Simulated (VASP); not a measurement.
PbO (Litharge):

```
Pb O
1.0
     3.87134    0.00000    0.00000
     0.00000    3.87134    0.00000
     0.00000    0.00000    4.86389
Pb O
2 2
Direct
  0.00000 0.50000 0.24943
  0.50000 0.00000 0.75057
  0.00000 0.00000 0.00000
  0.50000 0.50000 0.00000
```

This cell differs from its parent crystal: strain -2.7%.

Base run:

| Quantity | Value |
| --- | --- |
| Program | VASP 6.6.1 |
| Functional | PBE |
| Potentials or basis | VASP PAW PBE potentials, release 64 (Pb_d, O) |
| Cutoff | 520 eV |
| k mesh | 6 × 6 × 6 |
| Occupations | fermi-dirac, width 0.02 eV |
| Spin | no spin polarisation |

Its results: band gap on the k mesh 0.73 eV, indirect (least direct gap 1.95 eV); pressure 9.6 GPa; largest force 0.436 eV/Å.

Q: The run is repeated on the same cell with these changes: functional from PBE to r2SCAN; occupations from fermi-dirac, width 0.02 eV to gaussian, width 0.01 eV. What comes out?

A: Band gap on the k mesh 1.01 eV, indirect (least direct gap 2.37 eV); pressure 6.6 GPa; largest force 0.104 eV/Å.

Caveats: spin-orbit coupling is left out, which moves the levels of the heavy elements; the PAW data sets were made with another functional, which shifts forces and pressure a little (some runs).

A k mesh can miss the band edges.
